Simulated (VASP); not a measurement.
Crystal: LiBN.

```xyz
6
Lattice="3.2158 0.0000 0.0000 0.0000 2.7978 0.0000 0.0000 0.0000 6.7980" Properties=species:S:1:pos:R:3 pbc="T T T"
Li    0.0000    1.3989    0.6458
Li    1.6079    0.0000    6.1522
N     0.0000    0.0000    6.5600
N     1.6079    1.3989    0.2379
B     0.0000    0.0000    2.3793
B     1.6079    1.3989    4.4187
```

| Quantity | Value |
| --- | --- |
| Program | VASP 6.6.1 |
| Task | relaxation of the atoms |
| Functional | PBE |
| Potentials or basis | VASP PAW PBE potentials, release 64 (Li_sv, N, B) |
| Cutoff | 520 eV |
| k mesh | 7 × 8 × 3 |
| Occupations | methfessel-paxton, width 0.1495 eV |
| Spin | no spin polarisation |

At the start: pressure 20.4 GPa; volume 10.19 Å³/atom.

**Question.** Where does the relaxation end?

**Answer.** Over 15 steps the energy falls by 1229.4 meV/atom; space group Pmmn (No. 59, to 0.1 Å) before and after.

The path:
```
step  energy change (eV)  largest force (eV/Å)  pressure (GPa)
   1              0.0000                3.7367           20.36
   2             -1.2829                2.2592           11.64
   3             -2.3076                4.5229           -0.98
   4             -3.0106                4.6457           -4.32
   5             -4.9846                4.3691          -12.40
   6             -4.1102                4.1982           -9.82
   7             -5.7486                2.9165          -15.00
   8             -5.8117                3.0621          -15.12
   9             -6.5420                2.2061          -17.51
  10             -7.3492                0.5140          -16.55
  11             -7.3542                0.4206          -16.99
  12             -7.3693                0.2529          -16.71
  13             -7.3759                0.0609          -16.33
  14             -7.3765                0.0311          -16.42
  15             -7.3766                0.0126          -16.48
```

Final structure:
```xyz
6
Lattice="3.2158 0.0000 0.0000 0.0000 2.7978 0.0000 0.0000 0.0000 6.7980" Properties=species:S:1:pos:R:3 pbc="T T T"
Li    0.0000    1.3989    1.3816
Li    1.6079    0.0000    5.4163
N     0.0000    0.0000    6.7486
N     1.6079    1.3989    0.0494
B     0.0000    0.0000    3.4207
B     1.6079    1.3989    3.3773
```

Caveat: the cutoff is under 1.25 times the usual one of these potentials, so pressure, stress and relaxed cells hold a basis-set (Pulay) error.
